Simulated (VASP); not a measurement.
# TiB2 (P6/mmm) in VASP: further runs, part 2 of 2

VASP 6.6.1.

## (3) Relaxation of cell and atoms, LDA

This run uses another cell than the first one, of 8.55 Å³/atom.

Contents of INCAR:

```
PREC = Accurate ; ENCUT = 600
EDIFF = 1E-6 ; ISMEAR = 0
SIGMA = 0.2 ; LREAL = F
LASPH = T ; NELM = 80
ALGO = Normal ; ISIF = 3
LWAVE = F ; LCHARG = F
IBRION = 2 ; NSW = 80
EDIFFG = -0.001
```

Contents of KPOINTS:

```
Automatic mesh
0
Gamma
  16 16 14
```

Contents of POSCAR:

```
TiB2
1.0
    3.0292000000      0.0000000000      0.0000000000
   -1.5146000000      2.6233641531      0.0000000000
    0.0000000000      0.0000000000      3.2284000000
Ti B
1 2
Direct
    0.0000000000      0.0000000000      0.0000000000
    0.3333333333      0.6666666667      0.5000000000
    0.6666666667      0.3333333333      0.5000000000
```

Potentials or basis: VASP PAW LDA potentials, release 64 (Ti_sv, B).

Run with:

```
$ cat potpaw_LDA.64/Ti_sv/POTCAR potpaw_LDA.64/B/POTCAR > POTCAR
$ mpirun -np 1 vasp_std > vasp.out
```

OUTCAR:

```text
PREC = Accurate
   ENCUT = 600
   EDIFF = 1E-6
   ISMEAR = 0
   LREAL = F
   LASPH = T
   NELM = 80
   ISIF = 3
   IBRION = 2
   NSW = 80
   EDIFFG = -0.001

 ion  position               nearest neighbor table
   1  0.000  0.000  0.000-   2 2.38   3 2.38   2 2.38   3 2.38   2 2.38   2 2.38   3 2.38   3 2.38
                             3 2.38   3 2.38   2 2.38   2 2.38
   2  0.333  0.667  0.500-   3 1.75   3 1.75   3 1.75   1 2.38   1 2.38   1 2.38   1 2.38   1 2.38
                             1 2.38
   3  0.667  0.333  0.500-   2 1.75   2 1.75   2 1.75   1 2.38   1 2.38   1 2.38   1 2.38   1 2.38
                             1 2.38

  LATTYP: Found a hexagonal cell.
 ALAT       =     3.0292000000
 C/A-ratio  =     1.0657599366

  Lattice vectors:

 A1 = (   3.0292000000,   0.0000000000,   0.0000000000)
 A2 = (  -1.5146000000,   2.6233641531,   0.0000000000)
 A3 = (   0.0000000000,   0.0000000000,   3.2284000000)

Analysis of symmetry for initial positions (statically):
=====================================================================
 Subroutine PRICEL returns:
 Original cell was already a primitive cell.

 Routine SETGRP: Setting up the symmetry group for a
 hexagonal supercell.

 Subroutine GETGRP returns: Found 24 space group operations
 (whereof 24 operations were pure point group operations)
 out of a pool of 24 trial point group operations.

The static configuration has the point symmetry D_6h.

Analysis of symmetry for dynamics (positions and initial velocities):
=====================================================================
 Subroutine PRICEL returns:
 Original cell was already a primitive cell.

 Routine SETGRP: Setting up the symmetry group for a
 hexagonal supercell.

 Subroutine GETGRP returns: Found 24 space group operations
 (whereof 24 operations were pure point group operations)
 out of a pool of 24 trial point group operations.

The dynamic configuration has the point symmetry D_6h.

 Subroutine INISYM returns: Found 24 space group operations
 (whereof 24 operations are pure point group operations),
 and found     1 'primitive' translations

----------------------------------------------------------------------------------------

                                     Primitive cell

  volume of cell :      25.6551

  direct lattice vectors                    reciprocal lattice vectors
     3.029200000  0.000000000  0.000000000     0.330120164  0.190594965  0.000000000
    -1.514600000  2.623364153  0.000000000     0.000000000  0.381189931  0.000000000
     0.000000000  0.000000000  3.228400000     0.000000000  0.000000000  0.309750960

  length of vectors
     3.029200000  3.029200000  3.228400000     0.381189931  0.381189931  0.309750960

  position of ions in fractional coordinates (direct lattice)
     0.000000000  0.000000000  0.000000000
     0.333333333  0.666666667  0.500000000
     0.666666667  0.333333333  0.500000000

  ion indices of the primitive-cell ions
   primitive index   ion index
                 1           1
                 2           2
                 3           3

----------------------------------------------------------------------------------------

 KPOINTS: Automatic mesh

Automatic generation of k-mesh.
 Grid dimensions read from file:
 generate k-points for:   16   16   14

 Generating k-lattice:

[... 41 lines left out ...]
  0.250000  0.187500  0.000000     12.000000
 [... further k-points ...]
   k-points           NKPTS =    240   k-points in BZ     NKDIM =    240   number of bands    NBANDS=     13
   number of dos      NEDOS =    301   number of ions     NIONS =      3
   total plane-waves  NPLWV =  16128
   dimension x,y,z NGX =    24 NGY =   24 NGZ =   28
   dimension x,y,z NGXF=    48 NGYF=   48 NGZF=   56
   ions per type =               1   2
   NGX,Y,Z   is equivalent  to a cutoff of  13.17, 13.17, 14.42 a.u.
   NGXF,Y,Z  is equivalent  to a cutoff of  26.34, 26.34, 28.84 a.u.
 SYSTEM =  unknown system
   PREC   = accura    normal or accurate (medium, high low for compatibility)
   ISTART =      0    job   : 0-new  1-cont  2-samecut
   ICHARG =      2    charge: 1-file 2-atom 10-const
   ISPIN  =      1    spin polarized calculation?
   LNONCOLLINEAR =      F non collinear calculations
   LSORBIT =      F    spin-orbit coupling
   LASPH  =      T    aspherical Exc in radial PAW
   ENCUT  =  600.0 eV  44.10 Ry    6.64 a.u.   6.05  6.05  6.45*2*pi/ulx,y,z
   NELM   =     80;   NELMIN=  2; NELMDL= -5     # of ELM steps
   EDIFF  = 0.1E-05   stopping-criterion for ELM
   LREAL  =      F    real-space projection
   EDIFFG = -.1E-02   stopping-criterion for IOM
   NSW    =     80    number of steps for IOM
   IBRION =      2    ionic relax: 0-MD 1-quasi-New 2-CG
   NFREE  =      1    steps in history (QN), initial steepest desc. (CG)
   ISIF   =      3    stress and relaxation
   ISYM   =      2    0-nonsym 1-usesym 2-fastsym
   POTIM  = 0.5000    time-step for ionic-motion
   TEBEG  =    0.0;   TEEND  =   0.0 temperature during run
   PSTRESS=    0.0 pullay stress
   NELECT =      18.0000    total number of electrons
   NUPDOWN=      -1.0000    fix difference up-down
   EMIN   =  10.00;   EMAX   =-10.00  energy-range for DOS
   EFERMI =   0.00;   METHOD = LEGACY
   ISMEAR =     0;   SIGMA  =   0.20  broadening in eV -4-tet -1-fermi 0-gaus
   EFERMI_NEDOS =   21; number of points for ismear=-14 and -15
   IALGO  =     38    algorithm
   IMIX   =      4    mixing-type and parameters
     AMIX     =   0.40;   BMIX     =  1.00
     AMIX_MAG =   1.60;   BMIX_MAG =  1.00
  volume/ion in A,a.u.               =       8.55        57.71
  Fermi-wavevector in a.u.,A,eV,Ry     =   1.454703  2.748990 28.792122  2.116161
  Thomas-Fermi vector in A             =   2.571823
   LORBIT       =      0    0 simple, 1 ext, 2 COOP (PROOUT), +10 PAW based schemes
   GGA     = CA    functional components
   LHFCALC =     F    Hartree Fock is set to
   AEXX    =    0.0000 exact exchange contribution
   IVDW    =     0    specifies the selected vdW correction
   LEPSILON=     F    determine dielectric tensor
   LRPA    =     F    only Hartree local field effects (RPA)
 conjugate gradient relaxation of ions
 non-spin polarized calculation
 Gauss-broadening in eV      SIGMA  =   0.20
  energy-cutoff  :      600.00
  volume of cell :       25.66
 maximum number of plane-waves:       875
   NGX = 13   NGY = 13   NGZ = 13

--------------------------------------- Ionic step        1  -------------------------------------------

 number of electron      18.0000002 magnetization

 Free energy of the ion-electron system (eV)
  ---------------------------------------------------
  ext. energy  EPLUGINS =         0.00000000
  ---------------------------------------------------
  free energy    TOTEN  =       -26.88940695 eV

  energy without entropy =      -26.88314875  energy(sigma->0) =      -26.88627785

 E-fermi :   9.9309     XC(G=0): -12.9524

 val. band max:        9.8521575914   @ k =   0.0625   0.0625   0.4286
 cond. band min:       9.9344989012   @ k =   0.0625   0.0625   0.3571
 fundamental gap:      0.0823413097
 Fermi energy:         9.9308793799

 k-point     1 :       0.0000    0.0000    0.0000
  band No.  band energies     occupation
      1     -46.3210      2.00000
      2     -23.0665      2.00000
      3     -22.7386      2.00000
      4     -22.7386      2.00000
      5      -3.3748      2.00000
      6       7.3325      2.00000
      7       7.3325      2.00000
      8       7.6625      2.00000
      9       7.8051      2.00000
     10      11.7928      0.00000
     11      11.7928      0.00000
     12      13.5566      0.00000
     13      13.5566      0.00000
[... 472 lines left out ...]
  FREE ENERGIE OF THE ION-ELECTRON SYSTEM (eV)
  ---------------------------------------------------
  free  energy   TOTEN  =       -26.9267534981 eV

  energy  without entropy=      -26.9209596078  energy(sigma->0) =      -26.92385655

[... ionic steps 4 to 10 ...]

--------------------------------------- Ionic step       11  -------------------------------------------

 number of electron      18.0000003 magnetization

------------------------ aborting loop because EDIFF is reached ----------------------------------------
[... 69 lines left out ...]
--------------------------------------- Ionic step       13  -------------------------------------------

 number of electron      18.0000003 magnetization

 Free energy of the ion-electron system (eV)
  ---------------------------------------------------
  ext. energy  EPLUGINS =         0.00000000
  ---------------------------------------------------
  free energy    TOTEN  =       -26.92797270 eV

  energy without entropy =      -26.92211761  energy(sigma->0) =      -26.92504516

 E-fermi :  10.4171     XC(G=0): -13.1626

 val. band max:       10.3985227902   @ k =   0.0625   0.0625   0.3571
 cond. band min:      10.4472061062   @ k =   0.0000   0.0000   0.3571
 fundamental gap:      0.0486833160
 Fermi energy:        10.4171103751

 k-point     1 :       0.0000    0.0000    0.0000
  band No.  band energies     occupation
      1     -45.7172      2.00000
      2     -22.4642      2.00000
      3     -22.1223      2.00000
      4     -22.1223      2.00000
      5      -3.1049      2.00000
      6       7.6611      2.00000
      7       7.6611      2.00000
      8       8.2119      2.00000
      9       8.2499      2.00000
     10      12.4162      0.00000
     11      12.4162      0.00000
     12      14.3127      0.00000
     13      14.3127      0.00000
[... 398 lines left out ...]
  FREE ENERGIE OF THE ION-ELECTRON SYSTEM (eV)
  ---------------------------------------------------
  free  energy   TOTEN  =       -26.9279727005 eV

  energy  without entropy=      -26.9221176106  energy(sigma->0) =      -26.92504516

 reached required accuracy - stopping structural energy minimisation
```

OSZICAR:

```text
N       E                     dE             d eps       ncg     rms          rms(c)
DAV:   1     0.135039089311E+03    0.13504E+03   -0.10248E+04  6240   0.175E+03
DAV:   2    -0.216350986061E+02   -0.15667E+03   -0.15285E+03  6375   0.419E+02
[... 86 lines left out ...]
       N       E                     dE             d eps       ncg     rms          rms(c)
DAV:   1    -0.269279724083E+02    0.27496E-06   -0.16310E-06  4119   0.231E-02    0.301E-03
DAV:   2    -0.269279723074E+02    0.10084E-06   -0.29131E-07  3130   0.962E-03
  12 F= -.26927972E+02 E0= -.26925045E+02  d E =-.791703E-05
       N       E                     dE             d eps       ncg     rms          rms(c)
DAV:   1    -0.269279735672E+02   -0.11590E-05   -0.18292E-05  7979   0.705E-02    0.904E-03
DAV:   2    -0.269279727005E+02    0.86676E-06   -0.50904E-06  7156   0.334E-02
  13 F= -.26927973E+02 E0= -.26925045E+02  d E =-.393043E-06
```

Run time: 3.8 min. Hardware: 1 thread of Intel Xeon Platinum 8488C (Sapphire Rapids), shared host; peak memory 0.23 GiB.

Results:

```
Free energy                           : -26.9280 eV
Relaxed volume                        : 8.19 Å³/atom
Relaxed cell                          : a = 2.996 Å, b = 2.996 Å, c = 3.162 Å, α = 90.00°, β = 90.00°, γ = 120.00°
Space group after relaxing (to 0.1 Å) : P6/mmm (No. 191)
Energy gained by relaxing             : 12.9 meV/atom
Ionic steps                           : 13
Pressure after relaxing               : 0.0 GPa
Band gap on the k mesh                : zero (bands 9 and 10 overlap by 0.64 eV)
```

The path:
```csv
step,energy change (eV),largest force (eV/Å),pressure (GPa),volume (Å³)
1,0.0000,0.0000,-10.77,25.66
2,0.0010,0.0000,12.71,23.58
3,-0.0373,0.0000,0.03,24.60
4,-0.0373,0.0000,0.23,24.58
5,-0.0386,0.0000,0.16,24.56
6,-0.0386,0.0000,0.16,24.56
7,-0.0386,0.0000,-0.10,24.59
8,-0.0386,0.0000,-0.06,24.57
9,-0.0386,0.0000,-0.02,24.57
10,-0.0386,0.0000,0.03,24.57
11,-0.0386,0.0000,0.02,24.57
12,-0.0386,0.0000,0.04,24.57
13,-0.0386,0.0000,0.01,24.57
```

Final structure:
```
CELL_PARAMETERS angstrom
2.99555 0.00000 0.00000
-1.49777 2.59422 0.00000
0.00000 0.00000 3.16192
ATOMIC_POSITIONS crystal
Ti 0.00000 0.00000 0.00000
B 0.33333 0.66667 0.50000
B 0.66667 0.33333 0.50000
```

Levels at points of the mesh, in eV from the Fermi level:
| k point | band 7 | band 8 | band 9 | band 10 | band 11 | band 12 |
| --- | --- | --- | --- | --- | --- | --- |
| (0.00, 0.00, 0.00) | -2.76 | -2.21 | -2.17 | 2.00 | 2.00 | 3.90 |
| (0.50, 0.00, 0.00) | -3.32 | -3.28 | -2.38 | 1.42 | 2.86 | 3.39 |
| (0.00, 0.00, 0.50) | -0.58 | -0.58 | -0.26 | -0.26 | 0.44 | 0.44 |
| (0.50, 0.00, 0.50) | -4.82 | -3.95 | -3.07 | 2.68 | 3.07 | 4.86 |

The gap in the log of VASP goes by the Fermi energy; the results here count the filled bands.